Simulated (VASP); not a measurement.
Wanted: the native input for a VASP 6.6.1 run.

```yaml
Task: single point
Functional: LDA
Potentials_or_basis: VASP PAW LDA potentials, release 64 (Ge_d)
Cutoff: 520 eV
k_mesh: 9 × 9 × 9, shifted
Occupations: fermi-dirac, width 0.15 eV
Spin: no spin polarisation
Dipole_correction: no
Further_INCAR_settings: ALGO = Normal; EDIFF = 1e-07; NBANDS = 21
```

The structure of Ge lies in POSCAR:

```
Ge
1.0
    3.9142559924      0.0000000030      0.0000000086
   -2.8592320955      2.6732362032      0.0000000077
   -0.3237519355     -1.4170343946      3.6343635183
Ge
2
Direct
    0.1859430000      0.9359430000      0.2500000000
    0.8140570000      0.0640570000      0.7500000000
```

These files were run (other wordings do the same):

INCAR

```
SYSTEM = Ge
  ALGO = Normal
  EDIFF = 1E-7
  ENCUT = 520
  GGA = CA
  ISIF = 2
  ISMEAR = -1
  LASPH = .True.
  LCHARG = .True.
  LELF = .True.
  LREAL = .False.
  LVHAR = .True.
  LWAVE = .False.
  NBANDS = 21
  NELM = 80
  PREC = Accurate
  SIGMA = 0.15
```

KPOINTS

```
Automatic mesh
0
Gamma
  9 9 9
  0.5 0.5 0.5
```

Potentials or basis: VASP PAW LDA potentials, release 64 (Ge_d).

Launch:

```sh
$ cat potpaw_LDA.64/Ge_d/POTCAR > POTCAR
$ mpirun -np 1 vasp_std > vasp.out
```

It gave:

The pressure is -4.0 GPa. The largest force is 0.056 eV/Å and the band gap on the k mesh is zero (band 14 reaches 8.21 eV, above the bottom of band 15 at 3.05 eV).

Run time: 110 s on 1 thread of Intel(R) Xeon(R) Platinum 8375C CPU @ 2.90GHz (Ice Lake), on a shared host, peak memory 0.2 GiB.
